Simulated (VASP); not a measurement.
# Al2O3 (R-3c) in VASP: further runs

Al2O3 is run at these levels: PBE; tasks: single point.

Everything below comes from runs of VASP 6.6.1. Logs are shortened: lines on timing, memory, paths and dates and some standing lists are left out, and cuts for length are marked.

**1. The cell of the first run**

The structure is trigonal, space group R-3c (No. 167). The conventional cell has a = 5.043 Å, b = 5.043 Å, c = 11.927 Å, α = 90.00°, β = 90.00°, γ = 120.00°. Within 2.6 Å of Al (site symmetry 3) lie 6 O at 1.93 to 1.94 Å and 1 Al at 2.35 Å. O (site symmetry 2) has 4 Al at 1.93 to 1.94 Å and 8 O at 2.53 to 2.67 Å within 2.7 Å.

**2. Single point, PBE**

The input, INCAR:

```
PREC = Accurate
ENCUT = 520
EDIFF = 1E-6
ISMEAR = 0
SIGMA = 0.05
LREAL = False
LASPH = True
NELM = 60
ALGO = Normal
ISIF = 2
LWAVE = False
LCHARG = False
GGA = PE
NBANDS = 35
```

The input, KPOINTS:

```
regular mesh
0
Gamma
  6 6 6
```

The input, POSCAR:

```
Al2O3
1.0
    2.5215409537      1.4558123484      3.9757976730
   -2.5215409537      1.4558123484      3.9757976730
    0.0000000000     -2.9116246967      3.9757976730
Al O
4 6
Direct
    0.8483187546      0.8483187546      0.8483187546
    0.6516812454      0.6516812454      0.6516812454
    0.1516812454      0.1516812454      0.1516812454
    0.3483187546      0.3483187546      0.3483187546
    0.0561574040      0.4438425960      0.7500000000
    0.7500000000      0.0561574040      0.4438425960
    0.4438425960      0.7500000000      0.0561574040
    0.9438425960      0.5561574040      0.2500000000
    0.2500000000      0.9438425960      0.5561574040
    0.5561574040      0.2500000000      0.9438425960
```

Potentials or basis: VASP PAW PBE potentials, release 64 (Al, O).

Command:

```console
$ cat potpaw_PBE.64/Al/POTCAR potpaw_PBE.64/O/POTCAR > POTCAR
$ mpirun -np 1 vasp_std > vasp.out
```

OUTCAR:

```text
PREC = Accurate
   ENCUT = 520
   EDIFF = 1E-6
   ISMEAR = 0
   LREAL = False
   LASPH = True
   NELM = 60
   ISIF = 2
   GGA = PE

 ion  position               nearest neighbor table
   1  0.848  0.848  0.848-   8 1.93   9 1.93  10 1.93   6 1.94   7 1.94   5 1.94   2 2.35   3 2.93
                             3 2.93   3 2.93   2 3.34   2 3.34   2 3.34
   2  0.652  0.652  0.652-   8 1.93  10 1.93   9 1.93   7 1.94   6 1.94   5 1.94   1 2.35   4 2.93
                             4 2.93   4 2.93   1 3.34   1 3.34   1 3.34
   3  0.152  0.152  0.152-   5 1.93   6 1.93   7 1.93   9 1.94  10 1.94   8 1.94   4 2.35   1 2.93
                             1 2.93   1 2.93   4 3.34   4 3.34   4 3.34
   4  0.348  0.348  0.348-   5 1.93   7 1.93   6 1.93  10 1.94   9 1.94   8 1.94   3 2.35   2 2.93
                             2 2.93   2 2.93   3 3.34   3 3.34   3 3.34
   5  0.056  0.444  0.750-   3 1.93   4 1.93   1 1.94   2 1.94
   6  0.750  0.056  0.444-   3 1.93   4 1.93   1 1.94   2 1.94
   7  0.444  0.750  0.056-   4 1.93   3 1.93   2 1.94   1 1.94
   8  0.944  0.556  0.250-   1 1.93   2 1.93   3 1.94   4 1.94
   9  0.250  0.944  0.556-   1 1.93   2 1.93   3 1.94   4 1.94
  10  0.556  0.250  0.944-   2 1.93   1 1.93   4 1.94   3 1.94

  LATTYP: Found a trigonal (rhomboedric) cell.
 ALAT       =     4.9279331886
 COS(alpha) =     0.4763604685

  Lattice vectors:

 A1 = (   2.5215409537,   1.4558123484,   3.9757976730)
 A2 = (  -2.5215409537,   1.4558123484,   3.9757976730)
 A3 = (   0.0000000000,  -2.9116246967,   3.9757976730)

Analysis of symmetry for initial positions (statically):
=====================================================================
 Subroutine PRICEL returns:
 Original cell was already a primitive cell.

 Routine SETGRP: Setting up the symmetry group for a
 trigonal (rhombohedral) supercell.

 Subroutine GETGRP returns: Found 12 space group operations
 (whereof  6 operations were pure point group operations)
 out of a pool of 12 trial point group operations.

The static configuration has the point symmetry S_6 .
 The point group associated with its full space group is D_3d.

Analysis of symmetry for dynamics (positions and initial velocities):
=====================================================================
 Subroutine PRICEL returns:
 Original cell was already a primitive cell.

 Routine SETGRP: Setting up the symmetry group for a
 trigonal (rhombohedral) supercell.

 Subroutine GETGRP returns: Found 12 space group operations
 (whereof  6 operations were pure point group operations)
 out of a pool of 12 trial point group operations.

[... 129 lines left out ...]
   NUPDOWN=      -1.0000    fix difference up-down
   EMIN   =  10.00;   EMAX   =-10.00  energy-range for DOS
   EFERMI =   0.00;   METHOD = LEGACY
   ISMEAR =     0;   SIGMA  =   0.05  broadening in eV -4-tet -1-fermi 0-gaus
   EFERMI_NEDOS =   21; number of points for ismear=-14 and -15
   IALGO  =     38    algorithm
   IMIX   =      4    mixing-type and parameters
     AMIX     =   0.40;   BMIX     =  1.00
     AMIX_MAG =   1.60;   BMIX_MAG =  1.00
  volume/ion in A,a.u.               =       8.76        59.09
  Fermi-wavevector in a.u.,A,eV,Ry     =   1.339799  2.531853 24.423286  1.795061
  Thomas-Fermi vector in A             =   2.468162
   LORBIT       =      0    0 simple, 1 ext, 2 COOP (PROOUT), +10 PAW based schemes
   GGA     = PE    functional components
   LHFCALC =     F    Hartree Fock is set to
   AEXX    =    0.0000 exact exchange contribution
   IVDW    =     0    specifies the selected vdW correction
   LEPSILON=     F    determine dielectric tensor
   LRPA    =     F    only Hartree local field effects (RPA)
 non-spin polarized calculation
 Gauss-broadening in eV      SIGMA  =   0.05
  energy-cutoff  :      520.00
  volume of cell :       87.57
 maximum number of plane-waves:      2396
 NGX is ok and might be reduce to    40
   NGX = 19   NGY = 19   NGZ = 19

 number of electron      47.9999995 magnetization

 Free energy of the ion-electron system (eV)
  ---------------------------------------------------
  ext. energy  EPLUGINS =         0.00000000
  ---------------------------------------------------
  free energy    TOTEN  =       -73.05692362 eV

  energy without entropy =      -73.05692362  energy(sigma->0) =      -73.05692362

 E-fermi :   6.8058     XC(G=0): -11.5475

 val. band max:        6.5582703364   @ k =   0.0000   0.0000   0.0000
 cond. band min:      11.1536799660   @ k =   0.0000   0.0000   0.0000
 fundamental gap:      4.5954096296
 Fermi energy:         6.8058243077

 k-point     1 :       0.0000    0.0000    0.0000
  band No.  band energies     occupation
      1     -13.1947      2.00000
      2     -10.8305      2.00000
      3     -10.8305      2.00000
      4     -10.3980      2.00000
      5     -10.3975      2.00000
      6     -10.3975      2.00000
[... 901 lines left out ...]
     34      18.8768      0.00000
     35      19.0944      0.00000

 [... further k-points ...]

------------------------ aborting loop because EDIFF is reached ----------------------------------------

  FORCE on cell =-STRESS in cart. coord.  units (eV):
  Direction    XX          YY          ZZ          XY          YZ          ZX
  --------------------------------------------------------------------------------------
  -------------------------------------------------------------------------------------
  Total      -10.0869026    -10.0869026     22.1619200      0.0000000      0.0000000      0.0000000
  in kB     -184.5531479   -184.5531479    405.4814715      0.0000000      0.0000000      0.0000000
  external PRESSURE =      12.1250586 kB  Pullay stress =       0.0000000 kB

 VOLUME and BASIS-vectors are now :
 -----------------------------------------------------------------------------
  energy-cutoff  :      520.00
  volume of cell :       87.57
      direct lattice vectors                 reciprocal lattice vectors
     2.521540954  1.455812348  3.975797673     0.198291445  0.114483619  0.083840618
    -2.521540954  1.455812348  3.975797673    -0.198291445  0.114483619  0.083840618
     0.000000000 -2.911624697  3.975797673     0.000000000 -0.228967239  0.083840618

 POSITION                                       TOTAL-FORCE (eV/Angst)
 -----------------------------------------------------------------------------------
      0.00000      0.00000     10.11823         0.000000      0.000000      2.537835
      0.00000      0.00000      7.77286         0.000000     -0.000000     -2.537835
      0.00000      0.00000      1.80916         0.000000     -0.000000     -2.537835
      0.00000      0.00000      4.15453         0.000000      0.000000      2.537835
     -0.97756     -1.45581      4.96975        -0.227879     -0.000000     -0.000000
      1.74955     -0.11869      4.96975         0.113939     -0.197349     -0.000000
     -0.77199      1.57450      4.96975         0.113939      0.197349     -0.000000
      0.97756      1.45581      6.95765         0.227879     -0.000000     -0.000000
     -1.74955      0.11869      6.95765        -0.113939      0.197349     -0.000000
      0.77199     -1.57450      6.95765        -0.113939     -0.197349     -0.000000
 -----------------------------------------------------------------------------------
    total drift:                               -0.000000     -0.000000     -0.000000

  FREE ENERGIE OF THE ION-ELECTRON SYSTEM (eV)
  ---------------------------------------------------
  free  energy   TOTEN  =       -73.0569236183 eV

  energy  without entropy=      -73.0569236183  energy(sigma->0) =      -73.05692362
```

It took 2.9 min on 1 thread of Intel Xeon 8259CL, shared host; peak memory 0.26 GiB.

Results:

* Free energy: -73.0569 eV
* Pressure: 1.2 GPa
* Largest force: 2.538 eV/Å
* Band gap on the k mesh: 4.60 eV

Forces on the atoms (eV/Å):
```
Al   0.000  0.000  2.538
Al   0.000  0.000 -2.538
Al   0.000  0.000 -2.538
Al   0.000  0.000  2.538
O   -0.228  0.000  0.000
O    0.114 -0.197  0.000
O    0.114  0.197  0.000
O    0.228  0.000  0.000
O   -0.114  0.197  0.000
O   -0.114 -0.197  0.000
```

Stress tensor (GPa, compression positive):
```
-18.46   0.00   0.00
  0.00 -18.46   0.00
  0.00   0.00  40.55
```

Caveat: forces of over 1 eV/Å act on the atoms, so gaps and moduli don't describe the material at rest.

[end of part 1 of 3]
